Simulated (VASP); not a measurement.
# Si3Ru (Pm-3m) in VASP: a series of runs

The runs below take Si3Ru through single point, with PBE.

Program: VASP 6.6.1. These are calculated values, not measurements. Logs are shortened: lines on timing, memory, paths and dates and some standing lists are left out, and cuts for length are marked.

### Step 1. The cell of the first run

Symmetry: Pm-3m, No. 221, cubic system. Conventional cell: a = 3.819 Å, b = 3.819 Å, c = 3.819 Å, α = 90.00°, β = 90.00°, γ = 90.00°. Si (site symmetry 4/mmm) has 8 Si at 2.70 Å and 4 Ru at 2.70 Å within 3.6 Å. Ru (site symmetry m-3m) has 12 Si at 2.70 Å within 3.6 Å.

The cell was built from a structure type or drawn by symmetry, and may not be a known phase.

### Step 2. Single point, PBE

Contents of INCAR:

```
SYSTEM = Si3Ru
PREC = Accurate
ENCUT = 520
EDIFF = 1E-7
ISMEAR = 0
SIGMA = 0.1
LREAL = .FALSE.
LASPH = .TRUE.
NELM = 80
ALGO = Normal
ISIF = 2
LWAVE = .FALSE.
LCHARG = .FALSE.
GGA = PE
NBANDS = 21
```

Contents of KPOINTS:

```
regular mesh
0
G
  4 4 4
  0 0 0
```

Contents of POSCAR:

```
Si3Ru
1.0
    3.8189930400      0.0000000000      0.0000000000
    0.0000000000      3.8189930400      0.0000000000
    0.0000000000      0.0000000000      3.8189930400
Si Ru
3 1
Direct
    0.0000000000      0.5000000000      0.5000000000
    0.5000000000      0.0000000000      0.5000000000
    0.5000000000      0.5000000000      0.0000000000
    0.0000000000      0.0000000000      0.0000000000
```

Potentials or basis: VASP PAW PBE potentials, release 64 (Si, Ru_pv).

Launch:

```bash
$ cat potpaw_PBE.64/Si/POTCAR potpaw_PBE.64/Ru_pv/POTCAR > POTCAR
$ mpirun -np 1 vasp_std > vasp.out
```

OUTCAR:

```text
SYSTEM = Si3Ru
   PREC = Accurate
   ENCUT = 520
   EDIFF = 1E-7
   ISMEAR = 0
   LREAL = .FALSE.
   LASPH = .TRUE.
   NELM = 80
   ISIF = 2
   GGA = PE

 ion  position               nearest neighbor table
   1  0.000  0.500  0.500-   2 2.70   3 2.70   4 2.70   3 2.70   4 2.70   2 2.70   4 2.70   4 2.70
                             2 2.70   3 2.70   3 2.70   2 2.70
   2  0.500  0.000  0.500-   1 2.70   3 2.70   4 2.70   3 2.70   4 2.70   1 2.70   3 2.70   3 2.70
                             1 2.70   4 2.70   4 2.70   1 2.70
   3  0.500  0.500  0.000-   1 2.70   2 2.70   4 2.70   1 2.70   2 2.70   2 2.70   4 2.70   2 2.70
                             1 2.70   4 2.70   1 2.70   4 2.70
   4  0.000  0.000  0.000-   1 2.70   2 2.70   3 2.70   1 2.70   2 2.70   1 2.70   3 2.70   1 2.70
                             2 2.70   3 2.70   2 2.70   3 2.70

  LATTYP: Found a simple cubic cell.
 ALAT       =     3.8189930400

  Lattice vectors:

 A1 = (   3.8189930400,   0.0000000000,   0.0000000000)
 A2 = (   0.0000000000,   3.8189930400,   0.0000000000)
 A3 = (   0.0000000000,   0.0000000000,   3.8189930400)

Analysis of symmetry for initial positions (statically):
=====================================================================
 Subroutine PRICEL returns:
 Original cell was already a primitive cell.

 Routine SETGRP: Setting up the symmetry group for a
 simple cubic supercell.

 Subroutine GETGRP returns: Found 48 space group operations
 (whereof 48 operations were pure point group operations)
 out of a pool of 48 trial point group operations.

The static configuration has the point symmetry O_h .

Analysis of symmetry for dynamics (positions and initial velocities):
=====================================================================
 Subroutine PRICEL returns:
 Original cell was already a primitive cell.

 Routine SETGRP: Setting up the symmetry group for a
 simple cubic supercell.

 Subroutine GETGRP returns: Found 48 space group operations
 (whereof 48 operations were pure point group operations)
 out of a pool of 48 trial point group operations.

The dynamic configuration has the point symmetry O_h .

 Subroutine INISYM returns: Found 48 space group operations
 (whereof 48 operations are pure point group operations),
 and found     1 'primitive' translations

----------------------------------------------------------------------------------------

                                     Primitive cell

  volume of cell :      55.6989

  direct lattice vectors                    reciprocal lattice vectors
     3.818993040  0.000000000  0.000000000     0.261849129  0.000000000  0.000000000
     0.000000000  3.818993040  0.000000000     0.000000000  0.261849129  0.000000000
     0.000000000  0.000000000  3.818993040     0.000000000  0.000000000  0.261849129

  length of vectors
     3.818993040  3.818993040  3.818993040     0.261849129  0.261849129  0.261849129

  position of ions in fractional coordinates (direct lattice)
     0.000000000  0.500000000  0.500000000
     0.500000000  0.000000000  0.500000000
     0.500000000  0.500000000  0.000000000
     0.000000000  0.000000000  0.000000000

  ion indices of the primitive-cell ions
   primitive index   ion index
                 1           1
                 2           2
                 3           3
                 4           4

----------------------------------------------------------------------------------------

 KPOINTS: regular mesh

Automatic generation of k-mesh.
 Grid dimensions read from file:
 generate k-points for:    4    4    4

 Generating k-lattice:

  Cartesian coordinates                     Fractional coordinates (reciprocal lattice)
     0.065462282  0.000000000  0.000000000     0.250000000  0.000000000  0.000000000
     0.000000000  0.065462282  0.000000000     0.000000000  0.250000000  0.000000000
     0.000000000  0.000000000  0.065462282     0.000000000  0.000000000  0.250000000

  Length of vectors
     0.065462282  0.065462282  0.065462282

  Shift w.r.t. Gamma in fractional coordinates (k-lattice)
     0.000000000  0.000000000  0.000000000

 Subroutine IBZKPT returns following result:
 ===========================================

 Found     10 irreducible k-points:

 Following reciprocal coordinates:
            Coordinates               Weight
  0.000000  0.000000  0.000000      1.000000
  0.250000  0.000000  0.000000      6.000000
  0.500000  0.000000  0.000000      3.000000
  0.250000  0.250000  0.000000     12.000000
  0.500000  0.250000  0.000000     12.000000
  0.500000  0.500000  0.000000      3.000000
  0.250000  0.250000  0.250000      8.000000
  0.500000  0.250000  0.250000     12.000000
  0.500000  0.500000  0.250000      6.000000
  0.500000  0.500000  0.500000      1.000000
   k-points           NKPTS =     10   k-points in BZ     NKDIM =     10   number of bands    NBANDS=     21
   number of dos      NEDOS =    301   number of ions     NIONS =      4
   total plane-waves  NPLWV =  21952
   dimension x,y,z NGX =    28 NGY =   28 NGZ =   28
   dimension x,y,z NGXF=    56 NGYF=   56 NGZF=   56
   ions per type =               3   1
   NGX,Y,Z   is equivalent  to a cutoff of  12.19, 12.19, 12.19 a.u.
   NGXF,Y,Z  is equivalent  to a cutoff of  24.38, 24.38, 24.38 a.u.
 SYSTEM =  Si3Ru
   PREC   = accura    normal or accurate (medium, high low for compatibility)
   ISTART =      0    job   : 0-new  1-cont  2-samecut
   ICHARG =      2    charge: 1-file 2-atom 10-const
   ISPIN  =      1    spin polarized calculation?
   LNONCOLLINEAR =      F non collinear calculations
   LSORBIT =      F    spin-orbit coupling
   LASPH  =      T    aspherical Exc in radial PAW
   ENCUT  =  520.0 eV  38.22 Ry    6.18 a.u.   7.10  7.10  7.10*2*pi/ulx,y,z
   NELM   =     80;   NELMIN=  2; NELMDL= -5     # of ELM steps
   EDIFF  = 0.1E-06   stopping-criterion for ELM
   LREAL  =      F    real-space projection
   EDIFFG = 0.1E-05   stopping-criterion for IOM
   NSW    =      0    number of steps for IOM
   IBRION =     -1    ionic relax: 0-MD 1-quasi-New 2-CG
   NFREE  =      0    steps in history (QN), initial steepest desc. (CG)
   ISIF   =      2    stress and relaxation
   ISYM   =      2    0-nonsym 1-usesym 2-fastsym
   POTIM  = 0.5000    time-step for ionic-motion
   TEBEG  =    0.0;   TEEND  =   0.0 temperature during run
   PSTRESS=    0.0 pullay stress
   NELECT =      26.0000    total number of electrons
   NUPDOWN=      -1.0000    fix difference up-down
   EMIN   =  10.00;   EMAX   =-10.00  energy-range for DOS
   EFERMI =   0.00;   METHOD = LEGACY
   ISMEAR =     0;   SIGMA  =   0.10  broadening in eV -4-tet -1-fermi 0-gaus
   EFERMI_NEDOS =   21; number of points for ismear=-14 and -15
   IALGO  =     38    algorithm
   IMIX   =      4    mixing-type and parameters
     AMIX     =   0.40;   BMIX     =  1.00
     AMIX_MAG =   1.60;   BMIX_MAG =  1.00
  volume/ion in A,a.u.               =      13.92        93.97
  Fermi-wavevector in a.u.,A,eV,Ry     =   1.269942  2.399842 21.942818  1.612752
  Thomas-Fermi vector in A             =   2.402956
   LORBIT       =      0    0 simple, 1 ext, 2 COOP (PROOUT), +10 PAW based schemes
   GGA     = PE    functional components
   LHFCALC =     F    Hartree Fock is set to
   AEXX    =    0.0000 exact exchange contribution
   IVDW    =     0    specifies the selected vdW correction
   LEPSILON=     F    determine dielectric tensor
   LRPA    =     F    only Hartree local field effects (RPA)
 non-spin polarized calculation
 Gauss-broadening in eV      SIGMA  =   0.10
  energy-cutoff  :      520.00
  volume of cell :       55.70
 maximum number of plane-waves:      1516
   NGX = 15   NGY = 15   NGZ = 15

 number of electron      26.0000008 magnetization

 Free energy of the ion-electron system (eV)
  ---------------------------------------------------
  ext. energy  EPLUGINS =         0.00000000
  ---------------------------------------------------
  free energy    TOTEN  =       -24.40536187 eV

  energy without entropy =      -24.39339633  energy(sigma->0) =      -24.39937910

 E-fermi :  11.0222     XC(G=0): -11.9873

 val. band max:       10.9827597661   @ k =   0.0000   0.0000   0.0000
 cond. band min:      11.0574284571   @ k =   0.5000   0.2500   0.2500
 fundamental gap:      0.0746686910
 Fermi energy:        11.0222084234

 k-point     1 :       0.0000    0.0000    0.0000
  band No.  band energies     occupation
      1     -31.4411      2.00000
      2     -31.4411      2.00000
      3     -31.4411      2.00000
      4      -2.6654      2.00000
      5       5.1726      2.00000
      6       5.1726      2.00000
[... 13 lines left out ...]
     20      17.9830      0.00000
     21      17.9830      0.00000

 k-point     2 :       0.2500    0.0000    0.0000
  band No.  band energies     occupation
      1     -31.4485      2.00000
      2     -31.4405      2.00000
      3     -31.4405      2.00000
      4      -2.0374      2.00000
      5       2.8055      2.00000
      6       5.6741      2.00000
[... 13 lines left out ...]
     20      16.6134      0.00000
     21      16.6134      0.00000

 k-point     3 :       0.5000    0.0000    0.0000
  band No.  band energies     occupation
      1     -31.4559      2.00000
      2     -31.4399      2.00000
      3     -31.4399      2.00000
      4      -0.6471      2.00000
      5       0.4485      2.00000
      6       6.2829      2.00000
[... 13 lines left out ...]
     20      18.2492      0.00000
     21      18.2492      0.00000
[... 121 lines left out ...]
 k-point     9 :       0.5000    0.5000    0.2500
  band No.  band energies     occupation
      1     -31.4533      2.00000
      2     -31.4533      2.00000
      3     -31.4456      2.00000
      4       1.4189      2.00000
      5       2.4291      2.00000
      6       2.4291      2.00000
[... 13 lines left out ...]
     20      19.1172      0.00000
     21      20.3776      0.00000

 k-point    10 :       0.5000    0.5000    0.5000
  band No.  band energies     occupation
      1     -31.4525      2.00000
      2     -31.4525      2.00000
      3     -31.4525      2.00000
      4       2.7128      2.00000
      5       2.7128      2.00000
      6       2.7128      2.00000
[... 13 lines left out ...]
     20      19.9895      0.00000
     21      19.9895      0.00000

------------------------ aborting loop because EDIFF is reached ----------------------------------------

  FORCE on cell =-STRESS in cart. coord.  units (eV):
  Direction    XX          YY          ZZ          XY          YZ          ZX
  --------------------------------------------------------------------------------------
  -------------------------------------------------------------------------------------
  Total       -1.3849240     -1.3849240     -1.3849240     -0.0000000      0.0000000      0.0000000
  in kB      -39.8373013    -39.8373013    -39.8373013     -0.0000000      0.0000000      0.0000000
  external PRESSURE =     -39.8373013 kB  Pullay stress =       0.0000000 kB

 VOLUME and BASIS-vectors are now :
 -----------------------------------------------------------------------------
  energy-cutoff  :      520.00
  volume of cell :       55.70
      direct lattice vectors                 reciprocal lattice vectors
     3.818993040  0.000000000  0.000000000     0.261849129  0.000000000  0.000000000
     0.000000000  3.818993040  0.000000000     0.000000000  0.261849129  0.000000000
     0.000000000  0.000000000  3.818993040     0.000000000  0.000000000  0.261849129

 POSITION                                       TOTAL-FORCE (eV/Angst)
 -----------------------------------------------------------------------------------
      0.00000      1.90950      1.90950         0.000000      0.000000      0.000000
      1.90950      0.00000      1.90950         0.000000      0.000000      0.000000
      1.90950      1.90950      0.00000         0.000000      0.000000      0.000000
      0.00000      0.00000      0.00000         0.000000      0.000000      0.000000
 -----------------------------------------------------------------------------------
    total drift:                               -0.000000     -0.000000     -0.000000

  FREE ENERGIE OF THE ION-ELECTRON SYSTEM (eV)
  ---------------------------------------------------
  free  energy   TOTEN  =       -24.4053618691 eV

  energy  without entropy=      -24.3933963320  energy(sigma->0) =      -24.39937910
```

Wall time 6.4 s (1 thread of AMD EPYC 9R45 (Zen 5), shared host); peak memory 0.12 GiB.

Results:

| Quantity | Value |
| --- | --- |
| Free energy | -24.4054 eV |
| Pressure | -4.0 GPa |
| Band gap on the k mesh | zero (bands 13 and 14 overlap by 0.50 eV) |

Caveat: the k points lie up to 0.41 Å⁻¹ apart, too coarse for converged energies and pressures of a metal.

### Step 3. Single point, PBE, collinear spin, ferromagnetic start

Contents of INCAR:

```
  PREC = Accurate
  ENCUT = 520
  EDIFF = 1E-6
  ISMEAR = 0
  SIGMA = 0.1
  LREAL = False
  LASPH = True
  NELM = 150
  ALGO = Normal
  ISIF = 2
  LWAVE = False
  LCHARG = True
  ISPIN = 2
  MAGMOM = 0 0 0 1
  LORBIT = 11
  LMAXMIX = 4
  GGA = PE
  LELF = True
  LVHAR = True
  NBANDS = 25
```

Contents of KPOINTS:

```
regular mesh
0
Gamma
  4 4 4
```

POSCAR is that of step 2.

Potentials or basis: VASP PAW PBE potentials, release 64 (Si, Ru_pv).

Launch:

```bash
$ cat potpaw_PBE.64/Si/POTCAR potpaw_PBE.64/Ru_pv/POTCAR > POTCAR
$ mpirun -np 1 vasp_std > vasp.out
```

It took 13 s on 1 thread of AMD EPYC 9R45 (Zen 5), shared host; peak memory 0.15 GiB.

It converged, with:

| Property | Result |
| --- | --- |
| Free energy | -24.4054 eV |
| Pressure | -4.0 GPa |
| Band gap on the k mesh | zero (filled and empty bands overlap) |
| Net moment | 0.00 μB per cell |
| Valence electrons inside the program's atomic spheres | Si 1.54; Ru 12.69 |

Levels at points of the mesh, in eV from the Fermi level:
Spin up:
```csv
k point,band 11,band 12,band 13,band 14,band 15,band 16
"(0.00, 0.00, 0.00)",-2.18,-2.18,-0.04,1.24,1.24,3.29
"(0.50, 0.00, 0.00)",-1.35,-0.88,-0.88,-0.09,1.14,1.14
"(0.50, 0.50, 0.00)",-1.21,-1.14,-0.87,1.56,1.56,2.17
"(0.50, 0.50, 0.50)",-1.09,-1.09,-0.55,0.57,0.57,0.57
```
Spin down:
```tsv
k point	band 10	band 11	band 12	band 13	band 14	band 15	band 16	band 17
(0.00, 0.00, 0.00)	-2.18	-2.18	-2.18	-0.04	1.24	1.24	3.29	3.29
(0.50, 0.00, 0.00)	-1.96	-1.35	-0.88	-0.88	-0.09	1.14	1.14	2.75
(0.50, 0.50, 0.00)	-1.60	-1.21	-1.14	-0.87	1.56	1.56	2.17	4.09
(0.50, 0.50, 0.50)	-5.20	-1.09	-1.09	-0.55	0.57	0.57	0.57	8.85
```

Caveat: the k points lie up to 0.41 Å⁻¹ apart, too coarse for converged energies and pressures of a metal.

### Step 4. Single point, PBE

This run uses another cell than the first one, of 13.52 Å³/atom.

Contents of INCAR:

```
  PREC = Accurate
  ENCUT = 520
  EDIFF = 1E-6
  ISMEAR = 0
  SIGMA = 0.1
  LREAL = False
  LASPH = True
  NELM = 80
  ALGO = Normal
  ISIF = 2
  LWAVE = False
  LCHARG = False
  GGA = PE
  NBANDS = 21
```

Contents of KPOINTS:

```
Automatic mesh
0
Gamma
  12 12 12
```

Contents of POSCAR:

```
Si3Ru
1.0
    3.7817332909      0.0000000000      0.0000000000
    0.0000000000      3.7817332909      0.0000000000
    0.0000000000      0.0000000000      3.7817332909
Si Ru
3 1
Direct
    0.0000000000      0.5000000000      0.5000000000
    0.5000000000      0.0000000000      0.5000000000
    0.5000000000      0.5000000000      0.0000000000
    0.0000000000      0.0000000000      0.0000000000
```

Launch:

```bash
$ cat potpaw_PBE.64/Si/POTCAR potpaw_PBE.64/Ru_pv/POTCAR > POTCAR
$ mpirun -np 1 vasp_std > vasp.out
```

It took 32 s on 1 thread of AMD EPYC 9R45 (Zen 5), shared host; peak memory 0.19 GiB.

It converged, with:

```
Free energy            : -24.4431 eV
Pressure               : -0.1 GPa
Band gap on the k mesh : zero (bands 13 and 14 overlap by 1.57 eV)
```

Levels at points of the mesh, in eV from the Fermi level:
```csv
k point,band 9,band 10,band 11,band 12,band 13,band 14,band 15,band 16,band 17,band 18
"(0.00, 0.00, 0.00)",-4.54,-2.45,-2.45,-2.45,-0.31,1.24,1.24,3.14,3.14,3.14
"(0.50, 0.00, 0.00)",-2.62,-2.22,-1.57,-1.13,-1.13,-0.36,1.01,1.01,2.76,4.74
"(0.50, 0.50, 0.00)",-4.09,-1.83,-1.42,-1.36,-1.13,1.39,1.39,2.18,4.05,4.05
"(0.50, 0.50, 0.50)",-5.54,-5.54,-1.31,-1.31,-0.79,0.48,0.48,0.48,8.89,8.89
```

### Step 5. Summary

| spin | cell | k mesh | gap on the mesh (eV) | pressure (GPa) |
| --- | --- | --- | --- | --- |
| off | a = 3.819 Å, 4 atoms | 4 × 4 × 4 | none | -4.0 |
| collinear, ferromagnetic start | a = 3.819 Å, 4 atoms | 4 × 4 × 4 | none | -4.0 |
| off | a = 3.782 Å, 4 atoms | 12 × 12 × 12 | none | -0.1 |

Alike in all rows: task single point; level PBE; potentials or basis VASP PAW PBE potentials, release 64 (Si, Ru_pv); cutoff (eV) 520; smearing gaussian 0.1 eV.

Caveats: some runs use coarse meshes.

Total energies depend on the potentials used, so only differences within one code and one set of settings carry meaning.
